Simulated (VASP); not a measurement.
**TaN: single point with PBE**

TaN:

```
CELL_PARAMETERS angstrom
3.58826 0.00000 0.00000
0.00000 3.58826 0.00000
0.00000 0.00000 4.46740
ATOMIC_POSITIONS crystal
Ta 0.00000 0.50000 0.00000
Ta 0.50000 0.00000 0.50000
N 0.00000 0.00000 0.25000
N 0.00000 0.00000 0.75000
```

* Program: VASP 6.6.1
* Task: single point
* Functional: PBE
* Potentials or basis: VASP PAW PBE potentials, release 64 (Ta_pv, N)
* Cutoff: 520 eV
* k mesh: 7 × 7 × 6
* Occupations: fermi-dirac, width 0.05 eV
* Spin: no spin polarisation

```yaml
Pressure: -8.9 GPa
Band_gap_on_the_k_mesh: zero (band 16 reaches 5.88 eV, above the bottom of band 17 at 5.18 eV)
```

Stress tensor (GPa, compression positive):
```
-20.34   0.00   0.00
  0.00 -20.34   0.00
  0.00   0.00  14.11
```

Levels at points of the mesh, in eV from the Fermi level:
| k point | band 12 | band 13 | band 14 | band 15 | band 16 | band 17 | band 18 | band 19 | band 20 | band 21 |
| --- | --- | --- | --- | --- | --- | --- | --- | --- | --- | --- |
| (0.00, 0.00, 0.00) | -4.83 | -3.69 | -3.69 | -1.85 | 0.30 | 1.35 | 1.42 | 1.95 | 1.95 | 2.53 |
| (0.00, 0.00, 0.50) | -4.26 | -3.45 | -3.45 | -2.99 | -2.99 | 1.27 | 1.27 | 1.80 | 1.80 | 2.31 |

Run time: 53 s on 1 thread of AMD EPYC 7R43 64-Core Processor (Zen 3) (shared host), peak memory 0.16 GiB.

Caveat: spin-orbit coupling is left out, which moves the levels of the heavy elements.
